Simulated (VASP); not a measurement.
Input of a VASP 6.6.1 run:

INCAR

```
PREC = Accurate
ENCUT = 600
EDIFF = 1E-6
ISMEAR = 0
SIGMA = 0.01
LREAL = False
LASPH = True
NELM = 100
ALGO = Normal
ISIF = 3
LWAVE = False
LCHARG = False
GGA = PS
IBRION = 2
NSW = 100
EDIFFG = -0.002
PSTRESS = 150.0
```

File KPOINTS:

```
regular mesh
0
Gamma
  6 6 4
```

POSCAR

```
CdSe
1.0
    4.3011016630      0.0000000000      0.0000000000
   -2.1505508315      3.7248633044      0.0000000000
    0.0000000000      0.0000000000      7.0222409791
Cd Se
2 2
Direct
    0.3333333333      0.6666666667      0.0046992087
    0.6666666667      0.3333333333      0.5046992087
    0.3333333333      0.6666666667      0.3803007913
    0.6666666667      0.3333333333      0.8803007913
```

Potentials or basis: VASP PAW PBE potentials, release 64 (Cd, Se).

Command:

```console
$ cat potpaw_PBE.64/Cd/POTCAR potpaw_PBE.64/Se/POTCAR > POTCAR
$ mpirun -np 1 vasp_std > vasp.out
```

Task: What does it give for the relaxed cell?

Result: a = 4.026 Å, b = 4.026 Å, c = 6.690 Å, α = 90.00°, β = 90.00°, γ = 120.00°.

Task: Estimate the space group after relaxing (to 0.1 Å).

Result: P6_3mc (No. 186).

Task: Predict the band gap on the k mesh.

Result: 0.86 eV.

The path:
```csv
step,energy change (eV),largest force (eV/Å),pressure (GPa),volume (Å³)
1,0.0000,0.0014,0.31,112.50
2,4.3595,0.0919,54.42,75.52
3,0.6754,0.0264,13.96,94.81
4,0.7348,0.0279,14.76,94.15
5,0.7670,0.0286,15.19,93.80
6,0.7358,0.0112,14.77,94.13
7,0.7493,0.0189,14.95,93.99
8,0.7499,0.0156,14.96,93.98
9,0.7518,0.0057,14.98,93.96
10,0.7560,0.0156,15.02,93.91
11,0.7655,0.0640,15.10,93.81
12,0.7594,0.0334,15.06,93.87
13,0.7587,0.0276,15.05,93.88
14,0.7563,0.0101,15.01,93.90
15,0.7554,0.0019,14.98,93.91
16,0.7552,0.0002,14.99,93.91
17,0.7551,0.0002,14.98,93.91
18,0.7558,0.0005,14.99,93.91
```

Caveat: the cell is relaxed towards a set pressure, so the run minimises the enthalpy, not the energy; the volume moved by over 15 % at a fixed basis, so the end points are rough; the PAW data sets were made with another functional, which shifts forces and pressure a little.
